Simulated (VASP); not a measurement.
# Ta (P6_3/mmc) in VASP: a series of runs

Runs on Ta. Level: PBE. Tasks: relaxation of cell and atoms.

All numbers are computed with VASP 6.6.1; they aren't measurements. Logs are shortened: lines on timing, memory, paths and dates and some standing lists are left out, and cuts for length are marked.

## 1. The cell of the first run

The structure is hexagonal, space group P6_3/mmc (No. 194). The conventional cell has a = 2.940 Å, b = 2.940 Å, c = 4.801 Å, α = 90.00°, β = 90.00°, γ = 120.00°. Ta (site symmetry -6m2) has 12 Ta at 2.94 Å within 3.9 Å.

## 2. Relaxation of cell and atoms, PBE, target pressure 10 GPa, at which the enthalpy is minimised

The input, INCAR:

```
PREC = Accurate ; ENCUT = 600
EDIFF = 1E-6 ; ISMEAR = 0
SIGMA = 0.05 ; LREAL = False
LASPH = True ; NELM = 100
ALGO = Normal ; ISIF = 3
LWAVE = False ; LCHARG = False
GGA = PE ; IBRION = 2
NSW = 60 ; EDIFFG = -0.03
PSTRESS = 100.0
```

The input, KPOINTS:

```
Automatic mesh
0
Gamma
  9 9 5
```

The input, POSCAR:

```
Ta
1.0
    2.9400000000      0.0000000000      0.0000000000
   -1.4700000000      2.5461146871      0.0000000000
    0.0000000000      0.0000000000      4.8010200000
Ta
2
Direct
    0.3333333333      0.6666666667      0.2500000000
    0.6666666667      0.3333333333      0.7500000000
```

Potentials or basis: VASP PAW PBE potentials, release 64 (Ta_pv).

Command:

```
cat potpaw_PBE.64/Ta_pv/POTCAR > POTCAR
mpirun -np 1 vasp_std > vasp.out
```

OUTCAR:

```text
PREC = Accurate
   ENCUT = 600
   EDIFF = 1E-6
   ISMEAR = 0
   LREAL = False
   LASPH = True
   NELM = 100
   ISIF = 3
   GGA = PE
   IBRION = 2
   NSW = 60
   EDIFFG = -0.03
   PSTRESS = 100.0

 ion  position               nearest neighbor table
   1  0.333  0.667  0.250-   2 2.94   2 2.94   2 2.94   2 2.94   2 2.94   2 2.94
   2  0.667  0.333  0.750-   1 2.94   1 2.94   1 2.94   1 2.94   1 2.94   1 2.94

  LATTYP: Found a hexagonal cell.
 ALAT       =     2.9400000000
 C/A-ratio  =     1.6330000000

  Lattice vectors:

 A1 = (   2.9400000000,   0.0000000000,   0.0000000000)
 A2 = (  -1.4700000000,   2.5461146871,   0.0000000000)
 A3 = (   0.0000000000,   0.0000000000,   4.8010200000)

Analysis of symmetry for initial positions (statically):
=====================================================================
 Subroutine PRICEL returns:
 Original cell was already a primitive cell.

 Routine SETGRP: Setting up the symmetry group for a
 hexagonal supercell.

 Subroutine GETGRP returns: Found 24 space group operations
 (whereof 12 operations were pure point group operations)
 out of a pool of 24 trial point group operations.

The static configuration has the point symmetry D_3d.
 The point group associated with its full space group is D_6h.

Analysis of symmetry for dynamics (positions and initial velocities):
=====================================================================
 Subroutine PRICEL returns:
 Original cell was already a primitive cell.

 Routine SETGRP: Setting up the symmetry group for a
 hexagonal supercell.

 Subroutine GETGRP returns: Found 24 space group operations
 (whereof 12 operations were pure point group operations)
 out of a pool of 24 trial point group operations.

The dynamic configuration has the point symmetry D_3d.
 The point group associated with its full space group is D_6h.

 Subroutine INISYM returns: Found 24 space group operations
 (whereof 12 operations are pure point group operations),
 and found     1 'primitive' translations

----------------------------------------------------------------------------------------

                                     Primitive cell

  volume of cell :      35.9384

  direct lattice vectors                    reciprocal lattice vectors
     2.940000000  0.000000000  0.000000000     0.340136054  0.196377643  0.000000000
    -1.470000000  2.546114687  0.000000000     0.000000000  0.392755285  0.000000000
     0.000000000  0.000000000  4.801020000     0.000000000  0.000000000  0.208289072

  length of vectors
     2.940000000  2.940000000  4.801020000     0.392755285  0.392755285  0.208289072

  position of ions in fractional coordinates (direct lattice)
     0.333333333  0.666666667  0.250000000
     0.666666667  0.333333333  0.750000000

  ion indices of the primitive-cell ions
   primitive index   ion index
                 1           1
                 2           2

----------------------------------------------------------------------------------------

 KPOINTS: Automatic mesh

Automatic generation of k-mesh.
 Grid dimensions read from file:
 generate k-points for:    9    9    5

 Generating k-lattice:

  Cartesian coordinates                     Fractional coordinates (reciprocal lattice)
     0.037792895  0.021819738  0.000000000     0.111111111  0.000000000  0.000000000
     0.000000000  0.043639476  0.000000000     0.000000000  0.111111111  0.000000000
     0.000000000  0.000000000  0.041657814     0.000000000  0.000000000  0.200000000

  Length of vectors
     0.043639476  0.043639476  0.041657814

  Shift w.r.t. Gamma in fractional coordinates (k-lattice)
     0.000000000  0.000000000  0.000000000

 Subroutine IBZKPT returns following result:
 ===========================================

 Found     36 irreducible k-points:

 Following reciprocal coordinates:
            Coordinates               Weight
  0.000000  0.000000  0.000000      1.000000
  0.111111  0.000000  0.000000      6.000000
  0.222222  0.000000  0.000000      6.000000
  0.333333  0.000000  0.000000      6.000000
  0.444444  0.000000  0.000000      6.000000
  0.111111  0.111111  0.000000      6.000000
[... 16 lines left out ...]
  0.333333  0.222222  0.200000     24.000000
  0.333333  0.333333  0.200000      4.000000
 [... further k-points ...]
   k-points           NKPTS =     36   k-points in BZ     NKDIM =     36   number of bands    NBANDS=     15
   number of dos      NEDOS =    301   number of ions     NIONS =      2
   total plane-waves  NPLWV =  23040
   dimension x,y,z NGX =    24 NGY =   24 NGZ =   40
   dimension x,y,z NGXF=    48 NGYF=   48 NGZF=   80
   ions per type =               2
   NGX,Y,Z   is equivalent  to a cutoff of  13.57, 13.57, 13.85 a.u.
   NGXF,Y,Z  is equivalent  to a cutoff of  27.14, 27.14, 27.70 a.u.
 SYSTEM =  unknown system
   PREC   = accura    normal or accurate (medium, high low for compatibility)
   ISTART =      0    job   : 0-new  1-cont  2-samecut
   ICHARG =      2    charge: 1-file 2-atom 10-const
   ISPIN  =      1    spin polarized calculation?
   LNONCOLLINEAR =      F non collinear calculations
   LSORBIT =      F    spin-orbit coupling
   LASPH  =      T    aspherical Exc in radial PAW
   ENCUT  =  600.0 eV  44.10 Ry    6.64 a.u.   5.87  5.87  9.59*2*pi/ulx,y,z
   NELM   =    100;   NELMIN=  2; NELMDL= -5     # of ELM steps
   EDIFF  = 0.1E-05   stopping-criterion for ELM
   LREAL  =      F    real-space projection
   EDIFFG = -.3E-01   stopping-criterion for IOM
   NSW    =     60    number of steps for IOM
   IBRION =      2    ionic relax: 0-MD 1-quasi-New 2-CG
   NFREE  =      1    steps in history (QN), initial steepest desc. (CG)
   ISIF   =      3    stress and relaxation
   ISYM   =      2    0-nonsym 1-usesym 2-fastsym
   POTIM  = 0.5000    time-step for ionic-motion
   TEBEG  =    0.0;   TEEND  =   0.0 temperature during run
   PSTRESS=  100.0 pullay stress
   NELECT =      22.0000    total number of electrons
   NUPDOWN=      -1.0000    fix difference up-down
   EMIN   =  10.00;   EMAX   =-10.00  energy-range for DOS
   EFERMI =   0.00;   METHOD = LEGACY
   ISMEAR =     0;   SIGMA  =   0.05  broadening in eV -4-tet -1-fermi 0-gaus
   EFERMI_NEDOS =   21; number of points for ismear=-14 and -15
   IALGO  =     38    algorithm
   IMIX   =      4    mixing-type and parameters
     AMIX     =   0.40;   BMIX     =  1.00
     AMIX_MAG =   1.60;   BMIX_MAG =  1.00
  volume/ion in A,a.u.               =      17.97       121.26
  Fermi-wavevector in a.u.,A,eV,Ry     =   1.390047  2.626808 26.289591  1.932230
  Thomas-Fermi vector in A             =   2.514019
   LORBIT       =      0    0 simple, 1 ext, 2 COOP (PROOUT), +10 PAW based schemes
   GGA     = PE    functional components
   LHFCALC =     F    Hartree Fock is set to
   AEXX    =    0.0000 exact exchange contribution
   IVDW    =     0    specifies the selected vdW correction
   LEPSILON=     F    determine dielectric tensor
   LRPA    =     F    only Hartree local field effects (RPA)
 conjugate gradient relaxation of ions
 non-spin polarized calculation
 Gauss-broadening in eV      SIGMA  =   0.05
  energy-cutoff  :      600.00
  volume of cell :       35.94
 maximum number of plane-waves:      1212
 NGX is ok and might be reduce to    24
   NGX = 11   NGY = 11   NGZ = 19

--------------------------------------- Ionic step        1  -------------------------------------------

 number of electron      22.0000002 magnetization

 Free energy of the ion-electron system (eV)
  ---------------------------------------------------
  ext. energy  EPLUGINS =         0.00000000
  ---------------------------------------------------
  free energy    TOTEN  =       -22.92582506 eV

  energy without entropy =      -22.92365738  energy(sigma->0) =      -22.92474122

------------------------ aborting loop because EDIFF is reached ----------------------------------------

  FORCE on cell =-STRESS in cart. coord.  units (eV):
  Direction    XX          YY          ZZ          XY          YZ          ZX
  --------------------------------------------------------------------------------------
  -------------------------------------------------------------------------------------
  Total        1.3802235      1.3802235      3.2824054      0.0000000      0.0000000      0.0000000
  in kB       61.5320226     61.5320226    146.3335798      0.0000000      0.0000000      0.0000000
  external PRESSURE =     -10.2007916 kB  Pullay stress =     100.0000000 kB
[... 97 lines left out ...]
  energy  without entropy=      -22.5029106724  energy(sigma->0) =      -22.50634075

  enthalpy is  TOTEN    =       -20.4339571577 eV   P V=        2.0758136671

[... ionic steps 4 to 7 ...]

--------------------------------------- Ionic step        8  -------------------------------------------

 number of electron      22.0000003 magnetization

------------------------ aborting loop because EDIFF is reached ----------------------------------------
[... 71 lines left out ...]
--------------------------------------- Ionic step       10  -------------------------------------------

 number of electron      22.0000001 magnetization

 Free energy of the ion-electron system (eV)
  ---------------------------------------------------
  ext. energy  EPLUGINS =         0.00000000
  ---------------------------------------------------
  free energy    TOTEN  =       -23.00764762 eV

  energy without entropy =      -23.00489388  energy(sigma->0) =      -23.00627075

 E-fermi :   5.9912     XC(G=0): -12.6369

 val. band max:        5.9707108707   @ k =   0.2222   0.0000   0.4000
 cond. band min:       5.9947248356   @ k =   0.3333   0.0000   0.2000
 fundamental gap:      0.0240139648
 Fermi energy:         5.9912455524

 k-point     1 :       0.0000    0.0000    0.0000
  band No.  band energies     occupation
      1     -28.5584      2.00000
      2     -27.6173      2.00000
      3     -27.4623      2.00000
      4     -27.4623      2.00000
      5     -27.3712      2.00000
      6     -27.3712      2.00000
      7      -2.3929      2.00000
      8       0.8803      2.00000
      9       5.2563      2.00000
     10       5.9202      1.95547
     11       6.5891      0.00000
     12       6.5891      0.00000
     13       7.1721      0.00000
     14       7.1721      0.00000
[... 401 lines left out ...]
      2     -28.3180      2.00000
      3     -28.3180      2.00000
      4     -28.1763      2.00000
      5     -27.8364      2.00000
      6     -27.8364      2.00000
      7       3.1329      2.00000
      8       3.8044      2.00000
      9       3.8044      2.00000
     10       4.3087      2.00000
     11       5.3796      2.00000
     12       5.3796      2.00000
     13       7.0996      0.00000
     14       9.2727      0.00000
     15      10.6772      0.00000

 [... further k-points ...]
[... 5 lines left out ...]
  --------------------------------------------------------------------------------------
  -------------------------------------------------------------------------------------
  Total        2.2060961      2.2060961      2.2426261      0.0000000      0.0000000      0.0000000
  in kB       98.7626145     98.7626145    100.3979923      0.0000000      0.0000000      0.0000000
  external PRESSURE =      -0.6922595 kB  Pullay stress =     100.0000000 kB
[... 21 lines left out ...]
  energy  without entropy=      -23.0048938837  energy(sigma->0) =      -23.00627075

  enthalpy is  TOTEN    =       -20.7739116273 eV   P V=        2.2337359928

 reached required accuracy - stopping structural energy minimisation
```

Wall time 2.8 min (1 thread of Intel Xeon 8259CL, shared host); peak memory 0.18 GiB.

Results:

```
Free energy                                            : -23.0076 eV
Relaxed volume                                         : 17.89 Å³/atom
Relaxed cell                                           : a = 2.844 Å, b = 2.844 Å, c = 5.109 Å, α = 90.00°, β = 90.00°, γ = 120.00°
Space group after relaxing (to 0.05 Å)                 : P6_3/mmc (No. 194)
Energy change on relaxing (the enthalpy is what falls) : -40.9 meV/atom
Ionic steps                                            : 10
Pressure after relaxing                                : 9.9 GPa
Band gap on the k mesh                                 : zero (band 11 reaches 7.00 eV, above the bottom of band 12 at 5.36 eV)
```

Stress tensor (GPa, compression positive):
```
 9.88  0.00  0.00
 0.00  9.88  0.00
 0.00  0.00 10.04
```

The path:
| step | energy change (eV) | largest force (eV/Å) | pressure (GPa) | volume (Å³) |
| --- | --- | --- | --- | --- |
| 1 | 0.0000 | 0.0000 | 8.98 | 35.94 |
| 2 | -0.0113 | 0.0000 | 12.75 | 35.32 |
| 3 | 0.4161 | 0.0000 | 31.62 | 33.26 |
| 4 | -0.0095 | 0.0000 | 14.52 | 35.05 |
| 5 | 0.0118 | 0.0000 | 17.34 | 34.69 |
| 6 | -0.0007 | 0.0000 | 16.08 | 34.84 |
| 7 | -0.0358 | 0.0000 | 14.05 | 35.17 |
| 8 | -0.0431 | 0.0000 | 13.42 | 35.28 |
| 9 | -0.0666 | 0.0000 | 11.44 | 35.56 |
| 10 | -0.0818 | 0.0000 | 9.93 | 35.79 |

Final structure:
```
CELL_PARAMETERS angstrom
2.84397 0.00000 0.00000
-1.42198 2.46295 0.00000
0.00000 0.00000 5.10931
ATOMIC_POSITIONS crystal
Ta 0.33333 0.66667 0.25000
Ta 0.66667 0.33333 0.75000
```

Caveat: the cell is relaxed towards a set pressure, so the enthalpy falls and the energy may rise; spin-orbit coupling is left out, which moves the levels of the heavy elements.

[end of part 1 of 2]
